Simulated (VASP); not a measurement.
# TaN (P-6m2) in VASP: settings compared

Aim: see how the results for TaN move with the level of theory and the settings. Levels: PBEsol, r2SCAN. Tasks: electric field gradients.

All numbers are computed with VASP 6.6.1; they aren't measurements. Logs are shortened: lines on timing, memory, paths and dates and some standing lists are left out, and cuts for length are marked.

## 1. The cell of the first run

The structure is hexagonal, space group P-6m2 (No. 187). Conventional cell: a = 2.938 Å, b = 2.938 Å, c = 2.883 Å, α = 90.00°, β = 90.00°, γ = 120.00°. Within 2.9 Å of Ta (site symmetry -6m2) lie 6 N at 2.23 Å and 2 Ta at 2.88 Å. Within 2.9 Å of N (site symmetry -6m2) lie 6 Ta at 2.23 Å and 2 N at 2.88 Å.

## 2. Electric field gradients, PBEsol, collinear spin, ferromagnetic start

File INCAR:

```
SYSTEM = TaN
  ALGO = Normal
  EDIFF = 1E-8
  ENCUT = 520
  GGA = PS
  ISIF = 2
  ISMEAR = -1
  ISPIN = 2
  LASPH = .TRUE.
  LCHARG = .FALSE.
  LEFG = .TRUE.
  LMAXMIX = 4
  LORBIT = 11
  LREAL = .FALSE.
  LWAVE = .FALSE.
  MAGMOM = 2 0
  NBANDS = 19
  NELM = 150
  PREC = Accurate
  SIGMA = 0.05
```

File KPOINTS:

```
k-points
0
G
  18 18 16
  0 0 0
```

File POSCAR:

```
TaN
1.0
    2.9379988584      0.0000000000      0.0000000000
   -1.4689994292      2.5443816477      0.0000000000
    0.0000000000      0.0000000000      2.8830000000
Ta N
1 1
Direct
    0.3333333333      0.6666666667      0.5000000000
    0.0000000000      0.0000000000      0.0000000000
```

Potentials or basis: VASP PAW PBE potentials, release 64 (Ta_pv, N).

Launch:

```
$ cat potpaw_PBE.64/Ta_pv/POTCAR potpaw_PBE.64/N/POTCAR > POTCAR
$ mpirun -np 1 vasp_std > vasp.out
```

OUTCAR:

```text
SYSTEM = TaN
   EDIFF = 1E-8
   ENCUT = 520
   GGA = PS
   ISIF = 2
   ISMEAR = -1
   ISPIN = 2
   LASPH = .TRUE.
   LORBIT = 11
   LREAL = .FALSE.
   NELM = 150
   PREC = Accurate

 ion  position               nearest neighbor table
   1  0.333  0.667  0.500-   2 2.23   2 2.23   2 2.23   2 2.23   2 2.23   2 2.23
   2  0.000  0.000  0.000-   1 2.23   1 2.23   1 2.23   1 2.23   1 2.23   1 2.23

  LATTYP: Found a hexagonal cell.
 ALAT       =     2.9379988584
 C/A-ratio  =     0.9812801635

  Lattice vectors:

 A1 = (   2.9379988584,   0.0000000000,   0.0000000000)
 A2 = (  -1.4689994292,   2.5443816477,   0.0000000000)
 A3 = (   0.0000000000,   0.0000000000,   2.8830000000)

Analysis of symmetry for initial positions (statically):
=====================================================================
 Subroutine PRICEL returns:
 Original cell was already a primitive cell.

 Routine SETGRP: Setting up the symmetry group for a
 hexagonal supercell.

 Subroutine GETGRP returns: Found 12 space group operations
 (whereof 12 operations were pure point group operations)
 out of a pool of 24 trial point group operations.

The static configuration has the point symmetry D_3h.

Analysis of symmetry for dynamics (positions and initial velocities):
=====================================================================
 Subroutine PRICEL returns:
 Original cell was already a primitive cell.

 Routine SETGRP: Setting up the symmetry group for a
 hexagonal supercell.

 Subroutine GETGRP returns: Found 12 space group operations
 (whereof 12 operations were pure point group operations)
 out of a pool of 24 trial point group operations.

The dynamic configuration has the point symmetry D_3h.

Analysis of structural, dynamic, and magnetic symmetry:
=====================================================================
 Subroutine PRICEL returns:
 Original cell was already a primitive cell.

 Routine SETGRP: Setting up the symmetry group for a
 hexagonal supercell.

 Subroutine GETGRP returns: Found 12 space group operations
 (whereof 12 operations were pure point group operations)
 out of a pool of 24 trial point group operations.

The overall configuration has the point symmetry D_3h.

 Subroutine INISYM returns: Found 12 space group operations
 (whereof 12 operations are pure point group operations),
 and found     1 'primitive' translations

----------------------------------------------------------------------------------------

                                     Primitive cell

  volume of cell :      21.5516

  direct lattice vectors                    reciprocal lattice vectors
     2.937998858  0.000000000  0.000000000     0.340367729  0.196511400  0.000000000
    -1.468999429  2.544381648  0.000000000     0.000000000  0.393022800  0.000000000
     0.000000000  0.000000000  2.883000000     0.000000000  0.000000000  0.346860909

  length of vectors
     2.937998858  2.937998858  2.883000000     0.393022800  0.393022800  0.346860909

  position of ions in fractional coordinates (direct lattice)
     0.333333333  0.666666667  0.500000000
     0.000000000  0.000000000  0.000000000

  ion indices of the primitive-cell ions
   primitive index   ion index
                 1           1
                 2           2

----------------------------------------------------------------------------------------

 KPOINTS: k-points

Automatic generation of k-mesh.
 Grid dimensions read from file:
 generate k-points for:   18   18   16

 Generating k-lattice:

  Cartesian coordinates                     Fractional coordinates (reciprocal lattice)
     0.018909318  0.010917300  0.000000000     0.055555556 -0.000000000  0.000000000
     0.000000000  0.021834600  0.000000000     0.000000000  0.055555556  0.000000000
     0.000000000  0.000000000  0.021678807     0.000000000  0.000000000  0.062500000

  Length of vectors
     0.021834600  0.021834600  0.021678807

  Shift w.r.t. Gamma in fractional coordinates (k-lattice)
     0.000000000  0.000000000  0.000000000

 Subroutine IBZKPT returns following result:
[... 58 lines left out ...]
   TEBEG  =    0.0;   TEEND  =   0.0 temperature during run
   PSTRESS=    0.0 pullay stress
   NELECT =      16.0000    total number of electrons
   NUPDOWN=      -1.0000    fix difference up-down
   EMIN   =  10.00;   EMAX   =-10.00  energy-range for DOS
   EFERMI =   0.00;   METHOD = LEGACY
   ISMEAR =    -1;   SIGMA  =   0.05  broadening in eV -4-tet -1-fermi 0-gaus
   EFERMI_NEDOS =   21; number of points for ismear=-14 and -15
   IALGO  =     38    algorithm
   IMIX   =      4    mixing-type and parameters
     AMIX     =   0.40;   BMIX     =  1.00
     AMIX_MAG =   1.60;   BMIX_MAG =  1.00
  volume/ion in A,a.u.               =      10.78        72.72
  Fermi-wavevector in a.u.,A,eV,Ry     =   1.482366  2.801265 29.897546  2.197408
  Thomas-Fermi vector in A             =   2.596161
   LORBIT       =     11    0 simple, 1 ext, 2 COOP (PROOUT), +10 PAW based schemes
   GGA     = PS    functional components
   LHFCALC =     F    Hartree Fock is set to
   AEXX    =    0.0000 exact exchange contribution
   IVDW    =     0    specifies the selected vdW correction
   LEPSILON=     F    determine dielectric tensor
   LRPA    =     F    only Hartree local field effects (RPA)
 spin polarized calculation
  energy-cutoff  :      520.00
  volume of cell :       21.55
 maximum number of plane-waves:       605
 NGX is ok and might be reduce to    24
   NGX = 11   NGY = 11   NGZ = 11

 number of electron      16.0000001 magnetization       0.0000676

 number of electron      16.0000001 magnetization      -0.0000271

 Free energy of the ion-electron system (eV)
  ---------------------------------------------------
  ext. energy  EPLUGINS =         0.00000000
  ---------------------------------------------------
  free energy    TOTEN  =       -23.80296994 eV

  energy without entropy =      -23.80246187  energy(sigma->0) =      -23.80271591

 E-fermi :   8.0607     XC(G=0): -13.5052

 val. band max:        8.0156309146   @ k =   0.0000   0.0000   0.4375
 cond. band min:       8.0967258307   @ k =   0.0556   0.0000   0.5000
 fundamental gap:      0.0810949161
 Fermi energy:         8.0606937702

 spin component 1

 k-point     1 :       0.0000    0.0000    0.0000
  band No.  band energies     occupation
      1     -26.6872      1.00000
      2     -26.4218      1.00000
      3     -26.4218      1.00000
      4      -9.6439      1.00000
      5       3.5296      1.00000
      6       3.5296      1.00000
[... 517 lines left out ...]
     18      27.3576      0.00000
     19      30.7896      0.00000

 [... further k-points ...]

 spin component 2

 k-point     1 :       0.0000    0.0000    0.0000
  band No.  band energies     occupation
      1     -26.6872      1.00000
      2     -26.4218      1.00000
      3     -26.4218      1.00000
      4      -9.6439      1.00000
      5       3.5296      1.00000
      6       3.5296      1.00000
[... 517 lines left out ...]
     18      27.3576      0.00000
     19      30.7896      0.00000

 [... further k-points ...]

------------------------ aborting loop because EDIFF is reached ----------------------------------------

  FORCE on cell =-STRESS in cart. coord.  units (eV):
  Direction    XX          YY          ZZ          XY          YZ          ZX
  --------------------------------------------------------------------------------------
  -------------------------------------------------------------------------------------
  Total       -0.5468700     -0.5468700     -0.5510105      0.0000000      0.0000000      0.0000000
  in kB      -40.6552057    -40.6552057    -40.9630205      0.0000000      0.0000000      0.0000000
  external PRESSURE =     -40.7578107 kB  Pullay stress =       0.0000000 kB

 VOLUME and BASIS-vectors are now :
 -----------------------------------------------------------------------------
  energy-cutoff  :      520.00
  volume of cell :       21.55
      direct lattice vectors                 reciprocal lattice vectors
     2.937998858  0.000000000  0.000000000     0.340367729  0.196511400  0.000000000
    -1.468999429  2.544381648  0.000000000     0.000000000  0.393022800  0.000000000
     0.000000000  0.000000000  2.883000000     0.000000000  0.000000000  0.346860909

 POSITION                                       TOTAL-FORCE (eV/Angst)
 -----------------------------------------------------------------------------------
     -0.00000      1.69625      1.44150        -0.000000     -0.000000      0.000000
      0.00000      0.00000      0.00000         0.000000      0.000000      0.000000
 -----------------------------------------------------------------------------------
    total drift:                                0.000000     -0.000000     -0.000000

  FREE ENERGIE OF THE ION-ELECTRON SYSTEM (eV)
  ---------------------------------------------------
  free  energy   TOTEN  =       -23.8029699432 eV

  energy  without entropy=      -23.8024618697  energy(sigma->0) =      -23.80271591

 Electric field gradients (V/A^2)
---------------------------------------------------------------------
 ion       V_xx      V_yy      V_zz      V_xy      V_xz      V_yz
---------------------------------------------------------------------
   1      -9.431    -9.431    18.862     0.000     0.000    -0.000
   2      -0.173    -0.171     0.344     0.001     0.000     0.000
---------------------------------------------------------------------

 Electric field gradients after diagonalization (V/A^2)
 (convention: |V_zz| > |V_xx| > |V_yy|)
----------------------------------------------------------------------
 ion       V_xx      V_yy      V_zz     asymmetry (V_yy - V_xx)/ V_zz
----------------------------------------------------------------------
   1      -9.431    -9.430    18.862       0.000
   2      -0.173    -0.171     0.344       0.007
----------------------------------------------------------------------

           NMR quadrupolar parameters

 Cq : quadrupolar parameter    Cq=e*Q*V_zz/h
 eta: asymmetry parameters     (V_yy - V_xx)/ V_zz
 Q  : nuclear electric quadrupole moment in mb (millibarn)
----------------------------------------------------------------------
 ion       Cq(MHz)       eta       Q (mb)
----------------------------------------------------------------------
   1       0.046       0.000       1.000
   2       0.001       0.007       1.000
----------------------------------------------------------------------

 total charge

# of ion       s       p       d       tot
------------------------------------------
    1        0.305   6.267   2.437   9.009
    2        1.221   2.491   0.000   3.713
--------------------------------------------------
tot          1.526   8.758   2.437  12.721

 magnetization (x)

# of ion       s       p       d       tot
------------------------------------------
    1        0.000   0.000   0.000   0.000
    2       -0.000  -0.000   0.000  -0.000
--------------------------------------------------
tot         -0.000  -0.000   0.000  -0.000
```

Run time: 2.2 min. Hardware: 1 thread of Intel Xeon Platinum 8488C (Sapphire Rapids), shared host; peak memory 0.32 GiB.

Results:

- Free energy: -23.8030 eV
- Pressure: -4.1 GPa
- Band gap on the k mesh: zero (filled and empty bands overlap)
- Net moment: 0.00 μB per cell
- Valence electrons inside the program's atomic spheres: Ta 9.01; N 3.71

Levels at points of the mesh, in eV from the Fermi level:
Spin up:
| k point | band 6 | band 7 | band 8 | band 9 | band 10 | band 11 |
| --- | --- | --- | --- | --- | --- | --- |
| (0.00, 0.00, 0.00) | -4.53 | -4.19 | -2.88 | 2.25 | 3.63 | 3.63 |
| (0.50, 0.00, 0.00) | -5.17 | -3.47 | -3.13 | 3.02 | 4.07 | 5.24 |
| (0.00, 0.00, 0.50) | -3.71 | -3.71 | -0.07 | -0.07 | 2.47 | 3.33 |
| (0.50, 0.00, 0.50) | -6.17 | -5.66 | -0.32 | 4.19 | 5.39 | 6.10 |
Spin down:
```
           k point  band 6  band 7  band 8  band 9  band 10  band 11
(0.00, 0.00, 0.00)   -4.53   -4.19   -2.88    2.25     3.63     3.63
(0.50, 0.00, 0.00)   -5.17   -3.47   -3.13    3.02     4.07     5.24
(0.00, 0.00, 0.50)   -3.71   -3.71   -0.07   -0.07     2.47     3.33
(0.50, 0.00, 0.50)   -6.17   -5.66   -0.32    4.19     5.39     6.10
```

Electric field gradients, principal values (V/Å²):
| atom | least | middle | greatest (by size) |
| --- | --- | --- | --- |
| 1 Ta | -9.430 | -9.431 | 18.862 |
| 2 N | -0.171 | -0.173 | 0.344 |

Caveat: without QUAD_EFG the Cq values of the log hold for a quadrupole moment of 1 mb, not for the nuclei; the PAW data sets were made with another functional, which shifts forces and pressure a little; spin-orbit coupling is left out, which moves the levels of the heavy elements.

## 3. Electric field gradients, r2SCAN, collinear spin, ferromagnetic start

POSCAR is that of step 2.

File INCAR.step1:

```
PREC     = Accurate       # precision mode
ENCUT    = 520            # plane-wave cutoff, eV
ISMEAR   = -1             # smearing method
SIGMA    = 0.05           # smearing width, eV
LREAL    = False          # projectors in reciprocal space
LASPH    = True           # aspherical terms in the spheres
NELM     = 150            # most SCF steps
ISPIN    = 2              # spin polarisation
MAGMOM   = 2 0            # initial moments
LMAXMIX  = 4              # l up to which the mixer works
NBANDS   = 19             # bands
GGA      = PE             # functional
ALGO     = Normal         # electronic algorithm
EDIFF    = 1E-4           # SCF threshold, eV
LWAVE    = True           # write WAVECAR
LCHARG   = False          # write CHGCAR
```

File INCAR.step2:

```
PREC     = Accurate       # precision mode
ENCUT    = 520            # plane-wave cutoff, eV
EDIFF    = 1E-8           # SCF threshold, eV
ISMEAR   = -1             # smearing method
SIGMA    = 0.05           # smearing width, eV
LREAL    = False          # projectors in reciprocal space
LASPH    = True           # aspherical terms in the spheres
NELM     = 150            # most SCF steps
ALGO     = Normal         # electronic algorithm
ISIF     = 2              # what is computed and relaxed
LWAVE    = False          # write WAVECAR
LCHARG   = False          # write CHGCAR
ISPIN    = 2              # spin polarisation
MAGMOM   = 2 0            # initial moments
LORBIT   = 11             # projections on sites
LMAXMIX  = 4              # l up to which the mixer works
METAGGA  = R2SCAN         # meta-GGA
LMIXTAU  = True         
LEFG     = True         
NBANDS   = 19             # bands
ISTART   = 1
```

File KPOINTS:

```
regular mesh
0
Gamma
  18 18 16
```

Potentials or basis: VASP PAW PBE potentials, release 64 (Ta_pv, N).

Launch:

```
$ cat potpaw_PBE.64/Ta_pv/POTCAR potpaw_PBE.64/N/POTCAR > POTCAR
$ cp INCAR.step1 INCAR
$ mpirun -np 1 vasp_std > vasp.out
$ cp INCAR.step2 INCAR
$ mpirun -np 1 vasp_std > vasp.out
```

OUTCAR:

```text
PREC = Accurate
   ENCUT = 520
   EDIFF = 1E-8
   ISMEAR = -1
   LREAL = False
   LASPH = True
   NELM = 150
   ISIF = 2
   ISPIN = 2
   LORBIT = 11
   METAGGA = R2SCAN
   ISTART = 1

 ion  position               nearest neighbor table
   1  0.333  0.667  0.500-   2 2.23   2 2.23   2 2.23   2 2.23   2 2.23   2 2.23
   2  0.000  0.000  0.000-   1 2.23   1 2.23   1 2.23   1 2.23   1 2.23   1 2.23

  LATTYP: Found a hexagonal cell.
 ALAT       =     2.9379988584
[... 1306 lines left out ...]
   2      -0.202    -0.201     0.404     0.001     0.000     0.000
---------------------------------------------------------------------

 Electric field gradients after diagonalization (V/A^2)
 (convention: |V_zz| > |V_xx| > |V_yy|)
----------------------------------------------------------------------
 ion       V_xx      V_yy      V_zz     asymmetry (V_yy - V_xx)/ V_zz
----------------------------------------------------------------------
   1      -3.961    -3.960     7.921       0.000
   2      -0.203    -0.201     0.404       0.006
----------------------------------------------------------------------

           NMR quadrupolar parameters

 Cq : quadrupolar parameter    Cq=e*Q*V_zz/h
 eta: asymmetry parameters     (V_yy - V_xx)/ V_zz
 Q  : nuclear electric quadrupole moment in mb (millibarn)
----------------------------------------------------------------------
 ion       Cq(MHz)       eta       Q (mb)
----------------------------------------------------------------------
   1       0.019       0.000       1.000
   2       0.001       0.006       1.000
----------------------------------------------------------------------

 total charge

# of ion       s       p       d       tot
------------------------------------------
    1        0.311   6.267   2.424   9.002
    2        1.241   2.533   0.000   3.774
--------------------------------------------------
tot          1.552   8.799   2.424  12.775

 magnetization (x)

# of ion       s       p       d       tot
------------------------------------------
    1       -0.000  -0.000   0.000  -0.000
    2        0.000   0.000   0.000   0.000
--------------------------------------------------
tot         -0.000  -0.000   0.000   0.000
```

OUTCAR.step1:

```text
PREC = Accurate
   ENCUT = 520
   ISMEAR = -1
   LREAL = False
   LASPH = True
[... 1301 lines left out ...]
     -0.00000      1.69625      1.44150        -0.000000      0.000000      0.000000
      0.00000      0.00000      0.00000         0.000000     -0.000000      0.000000
 -----------------------------------------------------------------------------------
    total drift:                                0.000000     -0.000000     -0.000000

  FREE ENERGIE OF THE ION-ELECTRON SYSTEM (eV)
  ---------------------------------------------------
  free  energy   TOTEN  =       -22.4406126240 eV

  energy  without entropy=      -22.4401333271  energy(sigma->0) =      -22.44037298
```

It took 13 min on 1 thread of AMD EPYC 9R45 (Zen 5), shared host; peak memory 0.29 GiB.

Results:

```
Free energy                                           : -60.3958 eV
Pressure                                              : 1.4 GPa
Band gap on the k mesh                                : zero (filled and empty bands overlap)
Net moment                                            : 0.00 μB per cell
Valence electrons inside the program's atomic spheres : Ta 9.00; N 3.77
```

Stress tensor (GPa, compression positive):
```
1.04 0.00 0.00
0.00 1.04 0.00
0.00 0.00 2.05
```

Electric field gradients, principal values (V/Å²):
| atom | least | middle | greatest (by size) |
| --- | --- | --- | --- |
| 1 Ta | -3.960 | -3.961 | 7.921 |
| 2 N | -0.201 | -0.203 | 0.404 |

Caveat: without QUAD_EFG the Cq values of the log hold for a quadrupole moment of 1 mb, not for the nuclei; the PAW data sets were made with another functional, which shifts forces and pressure a little; spin-orbit coupling is left out, which moves the levels of the heavy elements.
